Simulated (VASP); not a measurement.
# Mo3N4 (Pm-3m) in VASP: further runs

Runs on Mo3N4. Level: PBEsol. Tasks: single point.

All numbers are computed with VASP 6.6.1; they aren't measurements. Logs are shortened: lines on timing, memory, paths and dates and some standing lists are left out, and cuts for length are marked.

## (1) The cell of the first run

It takes space group Pm-3m (No. 221, cubic). Conventional cell: a = 4.019 Å, b = 4.019 Å, c = 4.019 Å, α = 90.00°, β = 90.00°, γ = 90.00°. Within 2.7 Å of Mo (site symmetry 4/mmm) lie 6 N at 2.01 Å. Within 2.7 Å of N (site symmetry m-3m) lie 6 Mo at 2.01 Å. N (site symmetry 4/mmm) has 4 Mo at 2.01 Å within 2.7 Å.

## (2) Single point, PBEsol, collinear spin

INCAR reads:

```
SYSTEM = Mo3N4
  PREC = Accurate
  ENCUT = 600
  EDIFF = 1E-6
  ISMEAR = 0
  SIGMA = 0.1
  LREAL = .FALSE.
  LASPH = .TRUE.
  NELM = 200
  ALGO = Normal
  ISIF = 2
  LWAVE = .FALSE.
  LCHARG = .TRUE.
  ISPIN = 2
  MAGMOM = 1 1 1 0 0 0 0
  LORBIT = 11
  LMAXMIX = 4
  GGA = PS
  LELF = .TRUE.
  LVHAR = .TRUE.
  NBANDS = 44
  GGA_COMPAT = .FALSE.
```

KPOINTS reads:

```
Automatic mesh
0
G
  4 4 4
  0 0 0
```

POSCAR reads:

```
Mo3N4
1.0
    4.0192176623      0.0000000000      0.0000000000
    0.0000000000      4.0192176623      0.0000000000
    0.0000000000      0.0000000000      4.0192176623
Mo N
3 4
Direct
    0.5000000000      0.5000000000      0.0000000000
    0.0000000000      0.5000000000      0.5000000000
    0.5000000000      0.0000000000      0.5000000000
    0.5000000000      0.5000000000      0.5000000000
    0.5000000000      0.0000000000      0.0000000000
    0.0000000000      0.5000000000      0.0000000000
    0.0000000000      0.0000000000      0.5000000000
```

Potentials or basis: VASP PAW PBE potentials, release 64 (Mo_sv, N).

Started as:

```console
$ cat potpaw_PBE.64/Mo_sv/POTCAR potpaw_PBE.64/N/POTCAR > POTCAR
$ mpirun -np 1 vasp_std > vasp.out
```

OUTCAR:

```text
SYSTEM = Mo3N4
   PREC = Accurate
   ENCUT = 600
   EDIFF = 1E-6
   ISMEAR = 0
   LREAL = .FALSE.
   LASPH = .TRUE.
   NELM = 200
   ISIF = 2
   ISPIN = 2
   LORBIT = 11
   GGA = PS

 ion  position               nearest neighbor table
   1  0.500  0.500  0.000-   4 2.01   5 2.01   6 2.01   4 2.01   5 2.01   6 2.01   3 2.84   3 2.84
                             3 2.84   2 2.84   3 2.84   2 2.84   2 2.84   2 2.84
   2  0.000  0.500  0.500-   4 2.01   6 2.01   7 2.01   6 2.01   7 2.01   4 2.01   3 2.84   3 2.84
                             1 2.84   1 2.84   3 2.84   1 2.84   1 2.84   3 2.84
   3  0.500  0.000  0.500-   4 2.01   5 2.01   7 2.01   5 2.01   4 2.01   7 2.01   2 2.84   1 2.84
                             2 2.84   1 2.84   1 2.84   2 2.84   1 2.84   2 2.84
   4  0.500  0.500  0.500-   1 2.01   2 2.01   3 2.01   1 2.01   3 2.01   2 2.01
   5  0.500  0.000  0.000-   1 2.01   3 2.01   3 2.01   1 2.01
   6  0.000  0.500  0.000-   1 2.01   2 2.01   2 2.01   1 2.01
   7  0.000  0.000  0.500-   2 2.01   3 2.01   2 2.01   3 2.01

  LATTYP: Found a simple cubic cell.
 ALAT       =     4.0192176623

  Lattice vectors:

 A1 = (   4.0192176623,   0.0000000000,   0.0000000000)
 A2 = (   0.0000000000,   4.0192176623,   0.0000000000)
 A3 = (   0.0000000000,   0.0000000000,   4.0192176623)

Analysis of symmetry for initial positions (statically):
=====================================================================
 Subroutine PRICEL returns:
 Original cell was already a primitive cell.

 Routine SETGRP: Setting up the symmetry group for a
 simple cubic supercell.

 Subroutine GETGRP returns: Found 48 space group operations
 (whereof 48 operations were pure point group operations)
 out of a pool of 48 trial point group operations.

The static configuration has the point symmetry O_h .

Analysis of symmetry for dynamics (positions and initial velocities):
=====================================================================
 Subroutine PRICEL returns:
 Original cell was already a primitive cell.

 Routine SETGRP: Setting up the symmetry group for a
 simple cubic supercell.

 Subroutine GETGRP returns: Found 48 space group operations
 (whereof 48 operations were pure point group operations)
 out of a pool of 48 trial point group operations.

The dynamic configuration has the point symmetry O_h .

Analysis of structural, dynamic, and magnetic symmetry:
=====================================================================
 Subroutine PRICEL returns:
[... 145 lines left out ...]

 Free energy of the ion-electron system (eV)
  ---------------------------------------------------
  ext. energy  EPLUGINS =         0.00000000
  ---------------------------------------------------
  free energy    TOTEN  =       -70.76553212 eV

  energy without entropy =      -70.74584009  energy(sigma->0) =      -70.75568610

 E-fermi :  13.1798     XC(G=0): -13.8065

 val. band max:       13.1299004133   @ k =   0.5000   0.2500   0.2500
 cond. band min:      13.3366252369   @ k =   0.5000   0.0000   0.0000
 fundamental gap:      0.2067248236
 Fermi energy:        13.1798338913

 spin component 1

 k-point     1 :       0.0000    0.0000    0.0000
  band No.  band energies     occupation
      1     -49.4486      1.00000
      2     -49.1957      1.00000
      3     -49.1957      1.00000
      4     -24.1945      1.00000
      5     -24.1945      1.00000
      6     -24.1945      1.00000
[... 449 lines left out ...]
     42      21.2349      0.00000
     43      21.2349      0.00000
 Fermi energy:        13.1798338913

 spin component 2

 k-point     1 :       0.0000    0.0000    0.0000
  band No.  band energies     occupation
      1     -49.4486      1.00000
      2     -49.1957      1.00000
      3     -49.1957      1.00000
      4     -24.1945      1.00000
      5     -24.1945      1.00000
      6     -24.1945      1.00000
[... 449 lines left out ...]
     42      21.2349      0.00000
     43      21.2349      0.00000
 [bands above 43 left out]

------------------------ aborting loop because EDIFF is reached ----------------------------------------

  FORCE on cell =-STRESS in cart. coord.  units (eV):
  Direction    XX          YY          ZZ          XY          YZ          ZX
  --------------------------------------------------------------------------------------
  -------------------------------------------------------------------------------------
  Total       19.4291162     19.4291162     19.4291162     -0.0000000     -0.0000000      0.0000000
  in kB      479.4452823    479.4452823    479.4452823     -0.0000000     -0.0000000      0.0000000
  external PRESSURE =     479.4452823 kB  Pullay stress =       0.0000000 kB

 VOLUME and BASIS-vectors are now :
 -----------------------------------------------------------------------------
  energy-cutoff  :      600.00
  volume of cell :       64.93
      direct lattice vectors                 reciprocal lattice vectors
     4.019217662  0.000000000  0.000000000     0.248804639  0.000000000  0.000000000
     0.000000000  4.019217662  0.000000000     0.000000000  0.248804639  0.000000000
     0.000000000  0.000000000  4.019217662     0.000000000  0.000000000  0.248804639

 POSITION                                       TOTAL-FORCE (eV/Angst)
 -----------------------------------------------------------------------------------
      2.00961      2.00961      0.00000         0.000000      0.000000      0.000000
      0.00000      2.00961      2.00961         0.000000      0.000000      0.000000
      2.00961      0.00000      2.00961         0.000000      0.000000      0.000000
      2.00961      2.00961      2.00961         0.000000      0.000000      0.000000
      2.00961      0.00000      0.00000         0.000000      0.000000      0.000000
      0.00000      2.00961      0.00000         0.000000      0.000000      0.000000
      0.00000      0.00000      2.00961         0.000000      0.000000      0.000000
 -----------------------------------------------------------------------------------
    total drift:                                0.000000     -0.000000     -0.000000

  FREE ENERGIE OF THE ION-ELECTRON SYSTEM (eV)
  ---------------------------------------------------
  free  energy   TOTEN  =       -70.7655321169 eV

  energy  without entropy=      -70.7458400892  energy(sigma->0) =      -70.75568610

 total charge

# of ion       s       p       d       tot
------------------------------------------
    1        2.344   6.350   4.187  12.881
    2        2.344   6.350   4.187  12.881
    3        2.344   6.350   4.187  12.881
    4        1.247   2.676   0.000   3.923
    5        1.262   2.497   0.000   3.759
    6        1.262   2.497   0.000   3.759
    7        1.262   2.497   0.000   3.759
--------------------------------------------------
tot         12.067  29.217  12.560  53.844

 magnetization (x)

# of ion       s       p       d       tot
------------------------------------------
    1        0.000   0.000   0.000   0.000
    2        0.000   0.000   0.000   0.000
    3        0.000   0.000   0.000   0.000
    4       -0.000   0.000   0.000   0.000
    5        0.000  -0.000   0.000  -0.000
    6        0.000  -0.000   0.000  -0.000
    7        0.000  -0.000   0.000  -0.000
--------------------------------------------------
tot          0.000  -0.000   0.000   0.000
```

It took 94 s on 1 thread of Intel Xeon 8259CL, shared host; peak memory 0.23 GiB.

What came out:

```
Free energy                                           : -70.7655 eV
Pressure                                              : 47.9 GPa
Band gap on the k mesh                                : zero (filled and empty bands overlap)
Net moment                                            : 0.00 μB per cell
Valence electrons inside the program's atomic spheres : Mo 12.88; N 3.92, 3.76 (each value once)
```

Caveat: the k points lie up to 0.39 Å⁻¹ apart, too coarse for converged energies and pressures of a metal; the PAW data sets were made with another functional, which shifts forces and pressure a little.

## (3) Single point, PBEsol

This run uses another cell than the first one, of 10.32 Å³/atom.

INCAR reads:

```
SYSTEM = Mo3N4
  ALGO = Normal
  EDIFF = 1E-6
  ENCUT = 600
  GGA = PS
  GGA_COMPAT = .FALSE.
  ISIF = 2
  ISMEAR = 0
  LASPH = .TRUE.
  LCHARG = .TRUE.
  LELF = .TRUE.
  LREAL = .FALSE.
  LVHAR = .TRUE.
  LWAVE = .FALSE.
  NBANDS = 40
  NELM = 120
  PREC = Accurate
  SIGMA = 0.1
```

KPOINTS reads:

```
k-points
0
G
  8 8 8
  0 0 0
```

Changes to POSCAR since step 2:

```diff
@@ -2,5 +2,5 @@
 1.0
-    4.0192176623      0.0000000000      0.0000000000
-    0.0000000000      4.0192176623      0.0000000000
-    0.0000000000      0.0000000000      4.0192176623
+    4.1644377373      0.0000000000      0.0000000000
+    0.0000000000      4.1644377373      0.0000000000
+    0.0000000000      0.0000000000      4.1644377373
 Mo N
```

Potentials or basis: VASP PAW PBE potentials, release 64 (Mo_sv, N).

Started as:

```console
$ cat potpaw_PBE.64/Mo_sv/POTCAR potpaw_PBE.64/N/POTCAR > POTCAR
$ mpirun -np 1 vasp_std > vasp.out
```

Wall time 3 min (1 thread of Intel Xeon 8259CL, shared host); peak memory 0.26 GiB.

Results (log left out):

- Free energy: -71.9519 eV
- Pressure: 0.2 GPa
- Band gap on the k mesh: zero (bands 31 and 32 overlap by 1.96 eV)

Levels at points of the mesh, in eV from the Fermi level:
| k point | band 28 | band 29 | band 30 | band 31 | band 32 | band 33 | band 34 | band 35 |
| --- | --- | --- | --- | --- | --- | --- | --- | --- |
| (0.00, 0.00, 0.00) | -2.77 | -1.60 | -1.60 | -1.60 | -0.90 | -0.90 | -0.90 | -0.55 |
| (0.50, 0.00, 0.00) | -2.97 | -2.88 | -1.59 | -0.31 | 0.04 | 0.04 | 0.33 | 0.33 |
| (0.50, 0.50, 0.00) | -0.99 | -0.67 | 0.06 | 0.52 | 0.60 | 0.60 | 0.95 | 0.95 |
| (0.50, 0.50, 0.50) | -2.47 | 0.72 | 0.72 | 0.72 | 1.62 | 1.62 | 1.62 | 2.35 |

Caveat: the PAW data sets were made with another functional, which shifts forces and pressure a little.

## (4) Single point, PBEsol

This run uses another cell than the first one, of 10.33 Å³/atom.

INCAR reads:

```
SYSTEM = Mo3N4
ALGO = Normal
EDIFF = 1E-6
ENCUT = 600
GGA = PS
GGA_COMPAT = .False.
ISIF = 2
ISMEAR = -1
LASPH = .True.
LCHARG = .True.
LELF = .True.
LREAL = .False.
LVHAR = .True.
LWAVE = .False.
NBANDS = 40
NELM = 120
PREC = Accurate
SIGMA = 0.15
```

KPOINTS reads:

```
k-points
0
Gamma
  8 8 8
  0 0 0
```

Changes to POSCAR since step 3:

```diff
@@ -2,5 +2,5 @@
 1.0
-    4.1644377373      0.0000000000      0.0000000000
-    0.0000000000      4.1644377373      0.0000000000
-    0.0000000000      0.0000000000      4.1644377373
+    4.1657145950      0.0000000000      0.0000000000
+    0.0000000000      4.1657145950      0.0000000000
+    0.0000000000      0.0000000000      4.1657145950
 Mo N
```

Started as:

```console
$ cat potpaw_PBE.64/Mo_sv/POTCAR potpaw_PBE.64/N/POTCAR > POTCAR
$ mpirun -np 1 vasp_std > vasp.out
```

It took 3.1 min on 1 thread of Intel Xeon 8259CL, shared host; peak memory 0.26 GiB.

It converged, with:

| Item | Value |
| --- | --- |
| Free energy | -72.0946 eV |
| Pressure | 0.3 GPa |
| Band gap on the k mesh | zero (bands 31 and 32 overlap by 1.96 eV) |

Levels at points of the mesh, in eV from the Fermi level:
| k point | band 28 | band 29 | band 30 | band 31 | band 32 | band 33 | band 34 | band 35 |
| --- | --- | --- | --- | --- | --- | --- | --- | --- |
| (0.00, 0.00, 0.00) | -2.72 | -1.55 | -1.55 | -1.55 | -0.86 | -0.86 | -0.86 | -0.50 |
| (0.50, 0.00, 0.00) | -2.91 | -2.83 | -1.54 | -0.26 | 0.09 | 0.09 | 0.37 | 0.37 |
| (0.50, 0.50, 0.00) | -0.93 | -0.62 | 0.10 | 0.57 | 0.65 | 0.65 | 1.00 | 1.00 |
| (0.50, 0.50, 0.50) | -2.42 | 0.77 | 0.77 | 0.77 | 1.66 | 1.66 | 1.66 | 2.39 |

Caveat: the PAW data sets were made with another functional, which shifts forces and pressure a little.

## (5) The runs side by side

```tsv
spin	cell	k mesh	smearing	gap on the mesh (eV)	pressure (GPa)
collinear	a = 4.019 Å, 7 atoms	4 × 4 × 4	gaussian 0.1 eV	none	47.9
off	a = 4.164 Å, 7 atoms	8 × 8 × 8	gaussian 0.1 eV	none	0.2
off	a = 4.166 Å, 7 atoms	8 × 8 × 8	fermi-dirac 0.15 eV	none	0.3
```

Alike in all rows: task single point; level PBEsol; potentials or basis VASP PAW PBE potentials, release 64 (Mo_sv, N); cutoff (eV) 600.

Caveats: some runs use coarse meshes; the PAW data sets were made with another functional, which shifts forces and pressure a little.

Total energies depend on the potentials used, so only differences within one code and one set of settings carry meaning.
